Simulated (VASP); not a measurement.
# Ga (P2_1/m) in VASP: a series of runs

The runs below take Ga through single point, with PBEsol.

Everything below comes from runs of VASP 6.6.1. Logs are shortened: lines on timing, memory, paths and dates and some standing lists are left out, and cuts for length are marked.

## Step 1: The cell of the first run

The structure is monoclinic, space group P2_1/m (No. 11). Conventional cell: a = 2.900 Å, b = 3.170 Å, c = 4.316 Å, α = 90.00°, β = 109.63°, γ = 90.00°. Within 3.4 Å of Ga (site symmetry m) lie 10 Ga at 2.61 to 3.17 Å.

## Step 2: Single point, PBEsol (atom 1 (Ga) moved by (-0.200, -0.100) A along x and y)

INCAR reads:

```
  PREC = Accurate
  ENCUT = 520
  EDIFF = 1E-6
  ISMEAR = 0
  SIGMA = 0.15
  LREAL = False
  LASPH = True
  NELM = 100
  ALGO = Fast
  ISIF = 2
  LWAVE = False
  LCHARG = False
  GGA = PS
  NBANDS = 20
```

KPOINTS reads:

```
regular mesh
0
Gamma
  18 18 16
```

POSCAR reads:

```
Ga
1.0
    1.4500000000     -4.0650000000      0.0000000000
    1.4500000000      4.0650000000      0.0000000000
    0.0000000000      0.0000000000      3.1700000000
Ga
2
Direct
    0.8103346058      0.0517343598      0.2500000000
    0.1330000000      0.8670000000      0.7500000000
```

Potentials or basis: VASP PAW PBE potentials, release 64 (Ga_d).

Launch:

```console
$ cat potpaw_PBE.64/Ga_d/POTCAR > POTCAR
$ mpirun -np 1 vasp_std > vasp.out
```

OUTCAR:

```text
PREC = Accurate
   ENCUT = 520
   EDIFF = 1E-6
   ISMEAR = 0
   LREAL = False
   LASPH = True
   NELM = 100
   ISIF = 2
   GGA = PS

 ion  position               nearest neighbor table
   1  0.810  0.052  0.250-   2 2.61   2 2.61   2 2.84   2 2.84
   2  0.133  0.867  0.750-   1 2.61   1 2.61   1 2.84   1 2.84

  LATTYP: Found a base centered orthorhombic cell.
 ALAT       =     2.9000000000
 B/A-ratio  =     2.8034482759
 C/A-ratio  =     1.0931034483

  Lattice vectors:

 A1 = (   1.4500000000,  -4.0650000000,   0.0000000000)
 A2 = (   1.4500000000,   4.0650000000,   0.0000000000)
 A3 = (   0.0000000000,   0.0000000000,   3.1700000000)

Analysis of symmetry for initial positions (statically):
=====================================================================
 Subroutine PRICEL returns:
 Original cell was already a primitive cell.

 Routine SETGRP: Setting up the symmetry group for a
 base centered orthorhombic supercell.

 Subroutine GETGRP returns: Found  4 space group operations
 (whereof  1 operations were pure point group operations)
 out of a pool of  8 trial point group operations.

The static configuration has the point symmetry C_1 .
 The point group associated with its full space group is C_2h.

Analysis of symmetry for dynamics (positions and initial velocities):
=====================================================================
 Subroutine PRICEL returns:
 Original cell was already a primitive cell.

 Routine SETGRP: Setting up the symmetry group for a
 base centered orthorhombic supercell.

 Subroutine GETGRP returns: Found  4 space group operations
 (whereof  1 operations were pure point group operations)
 out of a pool of  8 trial point group operations.

The dynamic configuration has the point symmetry C_1 .
 The point group associated with its full space group is C_2h.

 Subroutine INISYM returns: Found  4 space group operations
 (whereof  1 operations are pure point group operations),
 and found     1 'primitive' translations

----------------------------------------------------------------------------------------

                                     Primitive cell

  volume of cell :      37.3695

  direct lattice vectors                    reciprocal lattice vectors
     1.450000000 -4.065000000  0.000000000     0.344827586 -0.123001230  0.000000000
     1.450000000  4.065000000  0.000000000     0.344827586  0.123001230  0.000000000
     0.000000000  0.000000000  3.170000000     0.000000000  0.000000000  0.315457413

  length of vectors
     4.315868974  4.315868974  3.170000000     0.366108409  0.366108409  0.315457413

  position of ions in fractional coordinates (direct lattice)
     0.810334606  0.051734360  0.250000000
     0.133000000  0.867000000  0.750000000

  ion indices of the primitive-cell ions
   primitive index   ion index
                 1           1
                 2           2

----------------------------------------------------------------------------------------

 KPOINTS: regular mesh

Automatic generation of k-mesh.
 Grid dimensions read from file:
 generate k-points for:   18   18   16

 Generating k-lattice:

  Cartesian coordinates                     Fractional coordinates (reciprocal lattice)
     0.019157088 -0.006833402  0.000000000     0.055555556  0.000000000  0.000000000
     0.019157088  0.006833402  0.000000000     0.000000000  0.055555556  0.000000000
     0.000000000  0.000000000  0.019716088     0.000000000  0.000000000  0.062500000

  Length of vectors
     0.020339356  0.020339356  0.019716088

  Shift w.r.t. Gamma in fractional coordinates (k-lattice)
     0.000000000  0.000000000  0.000000000

 Subroutine IBZKPT returns following result:
 ===========================================

 Found   1476 irreducible k-points:

 Following reciprocal coordinates:
            Coordinates               Weight
  0.000000  0.000000  0.000000      1.000000
  0.055556 -0.000000  0.000000      2.000000
 -0.000000  0.055556  0.000000      2.000000
  0.111111 -0.000000  0.000000      2.000000
 -0.000000  0.111111  0.000000      2.000000
  0.166667 -0.000000  0.000000      2.000000
[... 16 lines left out ...]
  0.166667  0.055556  0.000000      2.000000
  0.055556  0.166667  0.000000      2.000000
 [... further k-points ...]
   k-points           NKPTS =   1476   k-points in BZ     NKDIM =   1476   number of bands    NBANDS=     20
   number of dos      NEDOS =    301   number of ions     NIONS =      2
   total plane-waves  NPLWV =  24576
   dimension x,y,z NGX =    32 NGY =   32 NGZ =   24
   dimension x,y,z NGXF=    64 NGYF=   64 NGZF=   48
   ions per type =               2
   NGX,Y,Z   is equivalent  to a cutoff of  12.33, 12.33, 12.59 a.u.
   NGXF,Y,Z  is equivalent  to a cutoff of  24.65, 24.65, 25.17 a.u.
 SYSTEM =  unknown system
   PREC   = accura    normal or accurate (medium, high low for compatibility)
   ISTART =      0    job   : 0-new  1-cont  2-samecut
   ICHARG =      2    charge: 1-file 2-atom 10-const
   ISPIN  =      1    spin polarized calculation?
   LNONCOLLINEAR =      F non collinear calculations
   LSORBIT =      F    spin-orbit coupling
   LASPH  =      T    aspherical Exc in radial PAW
   ENCUT  =  520.0 eV  38.22 Ry    6.18 a.u.   8.02  8.02  5.89*2*pi/ulx,y,z
   NELM   =    100;   NELMIN=  2; NELMDL= -5     # of ELM steps
   EDIFF  = 0.1E-05   stopping-criterion for ELM
   LREAL  =      F    real-space projection
   EDIFFG = 0.1E-04   stopping-criterion for IOM
   NSW    =      0    number of steps for IOM
   IBRION =     -1    ionic relax: 0-MD 1-quasi-New 2-CG
   NFREE  =      0    steps in history (QN), initial steepest desc. (CG)
   ISIF   =      2    stress and relaxation
   ISYM   =      2    0-nonsym 1-usesym 2-fastsym
   POTIM  = 0.5000    time-step for ionic-motion
   TEBEG  =    0.0;   TEEND  =   0.0 temperature during run
   PSTRESS=    0.0 pullay stress
   NELECT =      26.0000    total number of electrons
   NUPDOWN=      -1.0000    fix difference up-down
   EMIN   =  10.00;   EMAX   =-10.00  energy-range for DOS
   EFERMI =   0.00;   METHOD = LEGACY
   ISMEAR =     0;   SIGMA  =   0.15  broadening in eV -4-tet -1-fermi 0-gaus
   EFERMI_NEDOS =   21; number of points for ismear=-14 and -15
   IALGO  =     68    algorithm
   IMIX   =      4    mixing-type and parameters
     AMIX     =   0.40;   BMIX     =  1.00
     AMIX_MAG =   1.60;   BMIX_MAG =  1.00
  volume/ion in A,a.u.               =      18.68       126.09
  Fermi-wavevector in a.u.,A,eV,Ry     =   1.450641  2.741314 28.631555  2.104360
  Thomas-Fermi vector in A             =   2.568230
   LORBIT       =      0    0 simple, 1 ext, 2 COOP (PROOUT), +10 PAW based schemes
   GGA     = PS    functional components
   LHFCALC =     F    Hartree Fock is set to
   AEXX    =    0.0000 exact exchange contribution
   IVDW    =     0    specifies the selected vdW correction
   LEPSILON=     F    determine dielectric tensor
   LRPA    =     F    only Hartree local field effects (RPA)
 non-spin polarized calculation
 RMM-DIIS sequential band-by-band and
 Gauss-broadening in eV      SIGMA  =   0.15
  energy-cutoff  :      520.00
  volume of cell :       37.37
 maximum number of plane-waves:      1027
   NGX = 17   NGY = 17   NGZ = 11

 number of electron      25.9999992 magnetization

 Free energy of the ion-electron system (eV)
  ---------------------------------------------------
  ext. energy  EPLUGINS =         0.00000000
  ---------------------------------------------------
  free energy    TOTEN  =        -6.61687168 eV

  energy without entropy =       -6.60808614  energy(sigma->0) =       -6.61247891

 E-fermi :   5.4742     XC(G=0): -11.1581

 val. band max:        5.4713631743   @ k =   0.1667  -0.2222  -0.4375
 cond. band min:       5.4760715390   @ k =   0.1111   0.2222  -0.3125
 fundamental gap:      0.0047083647
 Fermi energy:         5.4741667097

 k-point     1 :       0.0000    0.0000    0.0000
  band No.  band energies     occupation
      1      -9.6611      2.00000
      2      -9.6592      2.00000
      3      -9.5964      2.00000
      4      -9.5282      2.00000
      5      -9.3108      2.00000
      6      -9.3104      2.00000
[... 12 lines left out ...]
     19      16.7248      0.00000
     20      17.0390      0.00000

 k-point     2 :       0.0556   -0.0000    0.0000
  band No.  band energies     occupation
      1      -9.6580      2.00000
      2      -9.6559      2.00000
      3      -9.5919      2.00000
      4      -9.5192      2.00000
      5      -9.3245      2.00000
      6      -9.3142      2.00000
[... 12 lines left out ...]
     19      17.0001      0.00000
     20      17.8754      0.00000

 k-point     3 :      -0.0000    0.0556    0.0000
  band No.  band energies     occupation
      1      -9.6598      2.00000
      2      -9.6567      2.00000
      3      -9.5929      2.00000
      4      -9.5194      2.00000
      5      -9.3211      2.00000
      6      -9.3194      2.00000
[... 12 lines left out ...]
     19      16.9089      0.00000
     20      17.9683      0.00000

 k-point     4 :       0.1111   -0.0000    0.0000
  band No.  band energies     occupation
      1      -9.6491      2.00000
      2      -9.6462      2.00000
      3      -9.5790      2.00000
      4      -9.4938      2.00000
      5      -9.3450      2.00000
      6      -9.3248      2.00000
[... 12 lines left out ...]
     19      17.6339      0.00000
     20      19.2512      0.00000

 k-point     5 :      -0.0000    0.1111    0.0000
  band No.  band energies     occupation
      1      -9.6561      2.00000
      2      -9.6497      2.00000
      3      -9.5828      2.00000
      4      -9.4958      2.00000
      5      -9.3366      2.00000
      6      -9.3365      2.00000
[... 12 lines left out ...]
     19      17.5132      0.00000
     20      19.3794      0.00000
[... 353 lines left out ...]
      6      -9.3379      2.00000
[... 12 lines left out ...]
     19      18.0641      0.00000
     20      20.6491      0.00000

 k-point    22 :       0.0556    0.1111    0.0000
  band No.  band energies     occupation
      1      -9.6516      2.00000
      2      -9.6413      2.00000
      3      -9.5595      2.00000
      4      -9.4728      2.00000
      5      -9.3484      2.00000
      6      -9.3411      2.00000
[... 12 lines left out ...]
     19      18.0137      0.00000
     20      20.6044      0.00000

 k-point    23 :       0.1667    0.0556    0.0000
  band No.  band energies     occupation
      1      -9.6320      2.00000
      2      -9.6223      2.00000
      3      -9.5364      2.00000
      4      -9.4343      2.00000
      5      -9.3756      2.00000
      6      -9.3534      2.00000
[... 12 lines left out ...]
     19      18.2873      0.00000
     20      21.1710      0.00000

 k-point    24 :       0.0556    0.1667    0.0000
  band No.  band energies     occupation
      1      -9.6460      2.00000
      2      -9.6293      2.00000
      3      -9.5432      2.00000
      4      -9.4578      2.00000
      5      -9.3743      2.00000
      6      -9.3394      2.00000
[... 12 lines left out ...]
     19      18.1978      0.00000
     20      21.0288      0.00000

 [... further k-points ...]

------------------------ aborting loop because EDIFF is reached ----------------------------------------

  FORCE on cell =-STRESS in cart. coord.  units (eV):
  Direction    XX          YY          ZZ          XY          YZ          ZX
  --------------------------------------------------------------------------------------
  -------------------------------------------------------------------------------------
  Total       -1.0945173      0.0809086      0.0784010     -0.0934654      0.0000000      0.0000000
  in kB      -46.9262001      3.4688637      3.3613556     -4.0072233      0.0000000      0.0000000
  external PRESSURE =     -13.3653270 kB  Pullay stress =       0.0000000 kB

 VOLUME and BASIS-vectors are now :
 -----------------------------------------------------------------------------
  energy-cutoff  :      520.00
  volume of cell :       37.37
      direct lattice vectors                 reciprocal lattice vectors
     1.450000000 -4.065000000  0.000000000     0.344827586 -0.123001230  0.000000000
     1.450000000  4.065000000  0.000000000     0.344827586  0.123001230  0.000000000
     0.000000000  0.000000000  3.170000000     0.000000000  0.000000000  0.315457413

 POSITION                                       TOTAL-FORCE (eV/Angst)
 -----------------------------------------------------------------------------------
      1.25000     -3.08371      0.79250        -0.020108      0.591375      0.000000
      1.45000      2.98371      2.37750         0.020108     -0.591375      0.000000
 -----------------------------------------------------------------------------------
    total drift:                                0.000004      0.000001      0.000000

  FREE ENERGIE OF THE ION-ELECTRON SYSTEM (eV)
  ---------------------------------------------------
  free  energy   TOTEN  =        -6.6168716793 eV

  energy  without entropy=       -6.6080861373  energy(sigma->0) =       -6.61247891
```

Run time: 23 min. Hardware: 1 thread of Intel Xeon 8259CL, shared host; peak memory 0.88 GiB.

Results:

| Item | Value |
| --- | --- |
| Free energy | -6.6169 eV |
| Pressure | -1.3 GPa |
| Largest force | 0.592 eV/Å |
| Band gap on the k mesh | zero (bands 13 and 14 overlap by 9.81 eV) |

Forces on the atoms (eV/Å):
```
Ga  -0.020  0.591  0.000
Ga   0.020 -0.591  0.000
```

Stress tensor (GPa, compression positive):
```
-4.69 -0.40  0.00
-0.40  0.35  0.00
 0.00  0.00  0.34
```

Caveat: the cell differs from its parent crystal (atom 1 (Ga) moved by (-0.200, -0.100) A along x and y); the stress differs along the axes, from -5 to 0 GPa; the PAW data sets were made with another functional, which shifts forces and pressure a little.

## Step 3: Single point, PBEsol (atom 1 (Ga) moved by (-0.200, +0.000) A along x and y)

INCAR reads:

```
ALGO = Fast
EDIFF = 1E-7
ENCUT = 520
GGA = PS
ISIF = 2
ISMEAR = 0
LASPH = T
LCHARG = F
LREAL = F
LWAVE = F
NBANDS = 20
NELM = 80
PREC = Accurate
SIGMA = 0.15
```

KPOINTS reads:

```
k-points
0
Gamma
  18 18 16
```

Changes to POSCAR since step 2:

```diff
@@ -8,3 +8,3 @@
 Direct
-    0.8103346058      0.0517343598      0.2500000000
+    0.7980344828      0.0640344828      0.2500000000
     0.1330000000      0.8670000000      0.7500000000
```

Potentials or basis: VASP PAW PBE potentials, release 64 (Ga_d).

Launch:

```console
$ cat potpaw_PBE.64/Ga_d/POTCAR > POTCAR
$ mpirun -np 1 vasp_std > vasp.out
```

Run time: 17 min. Hardware: 1 thread of Intel Xeon 8259CL, shared host; peak memory 0.88 GiB.

Results (log left out):

```yaml
Free_energy: -6.6521 eV
Pressure: -1.7 GPa
Largest_force: 0.133 eV/Å
Band_gap_on_the_k_mesh: zero (bands 13 and 14 overlap by 9.36 eV)
```

Forces on the atoms (eV/Å):
```
Ga   0.054  0.122  0.000
Ga  -0.054 -0.122  0.000
```

Stress tensor (GPa, compression positive):
```
-3.75 -0.51  0.00
-0.51 -1.07  0.00
 0.00  0.00 -0.22
```

Levels at points of the mesh, in eV from the Fermi level:
| k point | band 11 | band 12 | band 13 | band 14 | band 15 | band 16 |
| --- | --- | --- | --- | --- | --- | --- |
| (0.00, 0.00, 0.00) | -11.25 | -2.28 | -1.58 | 2.88 | 6.58 | 7.86 |
| (0.50, 0.00, 0.00) | -6.55 | -5.73 | -1.59 | -0.43 | 6.81 | 7.05 |
| (0.00, 0.50, 0.00) | -6.83 | -5.14 | -1.91 | -0.48 | 6.24 | 6.45 |
| (0.50, 0.50, 0.00) | -9.23 | -8.58 | 5.12 | 5.86 | 5.90 | 7.09 |
| (0.00, 0.00, 0.50) | -7.42 | -7.42 | 1.85 | 1.85 | 2.50 | 2.50 |
| (0.50, 0.00, 0.50) | -2.86 | -2.86 | -1.89 | -1.89 | 1.73 | 1.73 |
| (0.00, 0.50, 0.50) | -3.22 | -3.22 | -1.34 | -1.34 | 2.06 | 2.06 |
| (0.50, 0.50, 0.50) | -5.59 | -5.59 | -4.25 | -4.25 | 9.54 | 9.54 |

Caveat: the cell differs from its parent crystal (atom 1 (Ga) moved by (-0.200, +0.000) A along x and y); the PAW data sets were made with another functional, which shifts forces and pressure a little.
